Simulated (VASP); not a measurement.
# B2P5 (P-42m) in VASP: further runs, part 2 of 2

VASP 6.6.1.

## (4) Relaxation of cell and atoms, PBE (atoms taken out)

The input, INCAR:

```
SYSTEM = B2P5
ALGO = Normal
EDIFF = 1E-6
EDIFFG = -0.08
ENCUT = 600
GGA = PE
IBRION = 2
ISIF = 3
ISMEAR = 0
LASPH = .TRUE.
LCHARG = .FALSE.
LREAL = .FALSE.
LWAVE = .FALSE.
NELM = 100
NSW = 36
PREC = Accurate
SIGMA = 0.2
```

The input, KPOINTS:

```
k-points
0
G
  4 4 4
  0 0 0
```

The input, POSCAR:

```
B2P5
1.0
    4.7900000000      0.0000000000      0.0000000000
    0.0000000000      4.7900000000      0.0000000000
    0.0000000000      0.0000000000      4.7900000000
B P
2 5
Direct
    0.5000000000      0.0000000000      0.5000000000
    0.0000000000      0.5000000000      0.5000000000
    0.0000000000      0.0000000000      0.0000000000
    0.7500000000      0.2500000000      0.7500000000
    0.2500000000      0.7500000000      0.7500000000
    0.7500000000      0.7500000000      0.2500000000
    0.2500000000      0.2500000000      0.2500000000
```

Potentials or basis: VASP PAW PBE potentials, release 64 (B, P).

Run with:

```console
$ cat potpaw_PBE.64/B/POTCAR potpaw_PBE.64/P/POTCAR > POTCAR
$ mpirun -np 1 vasp_std > vasp.out
```

OUTCAR:

```text
SYSTEM = B2P5
   EDIFF = 1E-6
   EDIFFG = -0.08
   ENCUT = 600
   GGA = PE
   IBRION = 2
   ISIF = 3
   ISMEAR = 0
   LASPH = .TRUE.
   LREAL = .FALSE.
   NELM = 100
   NSW = 36
   PREC = Accurate

 ion  position               nearest neighbor table
   1  0.500  0.000  0.500-   4 2.07   5 2.07   6 2.07   7 2.07
   2  0.000  0.500  0.500-   4 2.07   5 2.07   6 2.07   7 2.07
   3  0.000  0.000  0.000-   4 2.07   5 2.07   6 2.07   7 2.07
   4  0.750  0.250  0.750-   1 2.07   2 2.07   3 2.07
   5  0.250  0.750  0.750-   1 2.07   2 2.07   3 2.07
   6  0.750  0.750  0.250-   1 2.07   2 2.07   3 2.07
   7  0.250  0.250  0.250-   1 2.07   2 2.07   3 2.07

  LATTYP: Found a simple cubic cell.
 ALAT       =     4.7900000000

  Lattice vectors:

 A1 = (   4.7900000000,   0.0000000000,   0.0000000000)
 A2 = (   0.0000000000,   4.7900000000,   0.0000000000)
 A3 = (   0.0000000000,   0.0000000000,   4.7900000000)

Analysis of symmetry for initial positions (statically):
=====================================================================
 Subroutine PRICEL returns:
 Original cell was already a primitive cell.

 Routine SETGRP: Setting up the symmetry group for a
 simple cubic supercell.

 Subroutine GETGRP returns: Found  8 space group operations
 (whereof  8 operations were pure point group operations)
 out of a pool of 48 trial point group operations.

The static configuration has the point symmetry D_2d.

Analysis of symmetry for dynamics (positions and initial velocities):
=====================================================================
 Subroutine PRICEL returns:
 Original cell was already a primitive cell.

 Routine SETGRP: Setting up the symmetry group for a
 simple cubic supercell.

 Subroutine GETGRP returns: Found  8 space group operations
 (whereof  8 operations were pure point group operations)
 out of a pool of 48 trial point group operations.

The dynamic configuration has the point symmetry D_2d.

 Subroutine INISYM returns: Found  8 space group operations
 (whereof  8 operations are pure point group operations),
 and found     1 'primitive' translations

----------------------------------------------------------------------------------------

                                     Primitive cell

  volume of cell :     109.9022

  direct lattice vectors                    reciprocal lattice vectors
     4.790000000  0.000000000  0.000000000     0.208768267  0.000000000  0.000000000
     0.000000000  4.790000000  0.000000000     0.000000000  0.208768267  0.000000000
     0.000000000  0.000000000  4.790000000     0.000000000  0.000000000  0.208768267

  length of vectors
     4.790000000  4.790000000  4.790000000     0.208768267  0.208768267  0.208768267

  position of ions in fractional coordinates (direct lattice)
     0.500000000  0.000000000  0.500000000
     0.000000000  0.500000000  0.500000000
     0.000000000  0.000000000  0.000000000
     0.750000000  0.250000000  0.750000000
     0.250000000  0.750000000  0.750000000
     0.750000000  0.750000000  0.250000000
     0.250000000  0.250000000  0.250000000

  ion indices of the primitive-cell ions
   primitive index   ion index
                 1           1
                 2           2
                 3           3
                 4           4
                 5           5
                 6           6
                 7           7

----------------------------------------------------------------------------------------

 KPOINTS: k-points

Automatic generation of k-mesh.
 Grid dimensions read from file:
 generate k-points for:    4    4    4

 Generating k-lattice:

  Cartesian coordinates                     Fractional coordinates (reciprocal lattice)
     0.052192067  0.000000000  0.000000000     0.250000000  0.000000000  0.000000000
     0.000000000  0.052192067  0.000000000     0.000000000  0.250000000  0.000000000
     0.000000000  0.000000000  0.052192067     0.000000000  0.000000000  0.250000000

  Length of vectors
     0.052192067  0.052192067  0.052192067

  Shift w.r.t. Gamma in fractional coordinates (k-lattice)
     0.000000000  0.000000000  0.000000000

 Subroutine IBZKPT returns following result:
 ===========================================

 Found     18 irreducible k-points:

 Following reciprocal coordinates:
            Coordinates               Weight
  0.000000  0.000000  0.000000      1.000000
  0.250000  0.000000  0.000000      4.000000
  0.000000  0.000000  0.250000      2.000000
  0.500000  0.000000  0.000000      2.000000
  0.000000  0.000000  0.500000      1.000000
  0.250000  0.250000  0.000000      4.000000
[... 10 lines left out ...]
  0.250000  0.500000  0.500000      4.000000
  0.500000  0.500000  0.500000      1.000000
   k-points           NKPTS =     18   k-points in BZ     NKDIM =     18   number of bands    NBANDS=     19
   number of dos      NEDOS =    301   number of ions     NIONS =      7
   total plane-waves  NPLWV =  64000
   dimension x,y,z NGX =    40 NGY =   40 NGZ =   40
   dimension x,y,z NGXF=    80 NGYF=   80 NGZF=   80
   ions per type =               2   5
   NGX,Y,Z   is equivalent  to a cutoff of  13.88, 13.88, 13.88 a.u.
   NGXF,Y,Z  is equivalent  to a cutoff of  27.77, 27.77, 27.77 a.u.
 SYSTEM =  B2P5
   PREC   = accura    normal or accurate (medium, high low for compatibility)
   ISTART =      0    job   : 0-new  1-cont  2-samecut
   ICHARG =      2    charge: 1-file 2-atom 10-const
   ISPIN  =      1    spin polarized calculation?
   LNONCOLLINEAR =      F non collinear calculations
   LSORBIT =      F    spin-orbit coupling
   LASPH  =      T    aspherical Exc in radial PAW
   ENCUT  =  600.0 eV  44.10 Ry    6.64 a.u.   9.57  9.57  9.57*2*pi/ulx,y,z
   NELM   =    100;   NELMIN=  2; NELMDL= -5     # of ELM steps
   EDIFF  = 0.1E-05   stopping-criterion for ELM
   LREAL  =      F    real-space projection
   EDIFFG = -.8E-01   stopping-criterion for IOM
   NSW    =     36    number of steps for IOM
   IBRION =      2    ionic relax: 0-MD 1-quasi-New 2-CG
   NFREE  =      1    steps in history (QN), initial steepest desc. (CG)
   ISIF   =      3    stress and relaxation
   ISYM   =      2    0-nonsym 1-usesym 2-fastsym
   POTIM  = 0.5000    time-step for ionic-motion
   TEBEG  =    0.0;   TEEND  =   0.0 temperature during run
   PSTRESS=    0.0 pullay stress
   NELECT =      31.0000    total number of electrons
   NUPDOWN=      -1.0000    fix difference up-down
   EMIN   =  10.00;   EMAX   =-10.00  energy-range for DOS
   EFERMI =   0.00;   METHOD = LEGACY
   ISMEAR =     0;   SIGMA  =   0.20  broadening in eV -4-tet -1-fermi 0-gaus
   EFERMI_NEDOS =   21; number of points for ismear=-14 and -15
   IALGO  =     38    algorithm
   IMIX   =      4    mixing-type and parameters
     AMIX     =   0.40;   BMIX     =  1.00
     AMIX_MAG =   1.60;   BMIX_MAG =  1.00
  volume/ion in A,a.u.               =      15.70       105.95
  Fermi-wavevector in a.u.,A,eV,Ry     =   1.073643  2.028891 15.683561  1.152709
  Thomas-Fermi vector in A             =   2.209448
   LORBIT       =      0    0 simple, 1 ext, 2 COOP (PROOUT), +10 PAW based schemes
   GGA     = PE    functional components
   LHFCALC =     F    Hartree Fock is set to
   AEXX    =    0.0000 exact exchange contribution
   IVDW    =     0    specifies the selected vdW correction
   LEPSILON=     F    determine dielectric tensor
   LRPA    =     F    only Hartree local field effects (RPA)
 conjugate gradient relaxation of ions
 non-spin polarized calculation
 Gauss-broadening in eV      SIGMA  =   0.20
  energy-cutoff  :      600.00
  volume of cell :      109.90
 maximum number of plane-waves:      3743
 NGX is ok and might be reduce to    40
   NGX = 19   NGY = 19   NGZ = 19

--------------------------------------- Ionic step        1  -------------------------------------------

 number of electron      31.0000002 magnetization

 Free energy of the ion-electron system (eV)
  ---------------------------------------------------
  ext. energy  EPLUGINS =         0.00000000
  ---------------------------------------------------
  free energy    TOTEN  =       -38.62391972 eV

  energy without entropy =      -38.56178907  energy(sigma->0) =      -38.59285439

------------------------ aborting loop because EDIFF is reached ----------------------------------------

  FORCE on cell =-STRESS in cart. coord.  units (eV):
  Direction    XX          YY          ZZ          XY          YZ          ZX
  --------------------------------------------------------------------------------------
  -------------------------------------------------------------------------------------
  Total        0.1736717      0.1736717     -3.9392186      0.0000000      0.0000000     -0.0000000
  in kB        2.5318221      2.5318221    -57.4267350      0.0000000      0.0000000     -0.0000000
  external PRESSURE =     -17.4543636 kB  Pullay stress =       0.0000000 kB
[... 313 lines left out ...]
  energy  without entropy=      -40.0339755454  energy(sigma->0) =      -40.05416992

--------------------------------------- Ionic step        9  -------------------------------------------

 number of electron      30.9999999 magnetization

 Free energy of the ion-electron system (eV)
  ---------------------------------------------------
  ext. energy  EPLUGINS =         0.00000000
  ---------------------------------------------------
  free energy    TOTEN  =       -40.07612425 eV

  energy without entropy =      -40.03412097  energy(sigma->0) =      -40.05512261

 E-fermi :   7.3499     XC(G=0): -10.5898

 val. band max:        7.3052400382   @ k =   0.0000   0.0000   0.2500
 cond. band min:       7.3610096403   @ k =   0.0000   0.5000   0.5000
 fundamental gap:      0.0557696021
 Fermi energy:         7.3498819880

 k-point     1 :       0.0000    0.0000    0.0000
  band No.  band energies     occupation
      1      -8.2556      2.00000
      2      -3.7090      2.00000
      3      -3.4704      2.00000
      4      -3.1954      2.00000
      5      -3.1954      2.00000
      6      -1.2512      2.00000
[... 11 lines left out ...]
     18       8.4800      0.00000
     19       8.4813      0.00000
[... 406 lines left out ...]
  FREE ENERGIE OF THE ION-ELECTRON SYSTEM (eV)
  ---------------------------------------------------
  free  energy   TOTEN  =       -40.0761242522 eV

  energy  without entropy=      -40.0341209702  energy(sigma->0) =      -40.05512261

 reached required accuracy - stopping structural energy minimisation
```

Wall time 5.9 min (1 thread of Intel Xeon 8259CL, shared host); peak memory 0.26 GiB.

Results:

* Free energy: -40.0761 eV
* Relaxed volume: 14.32 Å³/atom
* Relaxed cell: a = 4.585 Å, b = 4.585 Å, c = 4.767 Å, α = 90.00°, β = 90.00°, γ = 90.00°
* Space group after relaxing (to 0.1 Å): P-42m (No. 111)
* Energy gained by relaxing: 207.5 meV/atom
* Ionic steps: 9
* Pressure after relaxing: -0.6 GPa
* Largest force after relaxing: 0.065 eV/Å
* Band gap on the k mesh: zero (an odd number of electrons rules out a gap without spin polarisation)

Forces on the atoms (eV/Å):
```
B    0.000  0.000  0.000
B    0.000  0.000  0.000
P    0.000  0.000  0.000
P    0.034 -0.034 -0.044
P   -0.034  0.034 -0.044
P    0.034  0.034  0.044
P   -0.034 -0.034  0.044
```

The path:
```tsv
step	energy change (eV)	largest force (eV/Å)	pressure (GPa)	volume (Å³)
1	0.0000	3.1954	-1.75	109.90
2	-1.1326	0.6029	-4.75	107.17
3	-1.1569	0.4828	-4.93	106.65
4	-1.3637	0.5401	2.20	98.78
5	-1.3639	0.5430	2.51	98.50
6	-1.4445	0.1625	0.43	99.02
7	-1.4445	0.1474	0.47	99.00
8	-1.4504	0.0951	-0.10	99.64
9	-1.4522	0.0652	-0.59	100.21
```

Final structure:
```
B P
1.0
     4.58468    0.00000    0.00000
     0.00000    4.58468    0.00000
     0.00000    0.00000    4.76744
B P
2 5
Direct
  0.50000 0.00000 0.50000
  0.00000 0.50000 0.50000
  0.00000 0.00000 0.00000
  0.71599 0.28401 0.73767
  0.28401 0.71599 0.73767
  0.71599 0.71599 0.26233
  0.28401 0.28401 0.26233
```

Levels at points of the mesh, in eV from the Fermi level:
```
           k point  band 12  band 13  band 14  band 15  band 16  band 17  band 18  band 19
(0.00, 0.00, 0.00)    -2.53    -2.53    -1.24     0.06     0.06     0.42     1.13     1.13
(0.50, 0.00, 0.00)    -3.18    -2.97    -2.80    -1.94    -1.12     0.86     1.67     3.74
(0.00, 0.00, 0.50)    -2.97    -2.85    -2.85    -0.78    -0.78     0.92     1.65     3.04
(0.50, 0.50, 0.00)    -4.24    -2.83    -1.41     0.23     0.23     2.08     3.64     3.64
(0.00, 0.50, 0.50)    -3.49    -2.67    -2.31    -1.09     0.01     1.77     2.61     3.99
(0.50, 0.50, 0.50)    -2.49    -1.26    -0.45     0.66     0.86     0.86     2.32     2.32
```

Caveat: the cell differs from its parent crystal (atoms taken out); the relaxation stopped at a loose force limit of 0.08 eV/Å, so its end isn't a converged minimum.

## (5) Summary

```csv
task,cell,k mesh,cutoff (eV),smearing,gap on the mesh (eV),pressure (GPa),largest force (eV/Å)
single point,"a = 4.574, b = 4.574, c = 4.785 Å, 7 atoms, atomic positions A",4 × 4 × 4,520,gaussian 0.2 eV,none,-0.2,0.05
single point,"a = 4.553, b = 4.553, c = 4.823 Å, 7 atoms, atomic positions B",8 × 8 × 6,520,gaussian 0.1 eV,none,-0.2,0.04
relaxation of cell and atoms,"relaxed from a = 4.790 Å, 7 atoms, atomic positions C",4 × 4 × 4,600,gaussian 0.2 eV,none,-0.6,0.07
```

Alike in all rows: level PBE; potentials or basis VASP PAW PBE potentials, release 64 (B, P); no spin polarisation.

Caveats: the relaxation stopped at a loose force limit of 0.08 eV/Å, so its end isn't a converged minimum (at least some runs).

Absolute energies hang on the potentials; compare differences alone.
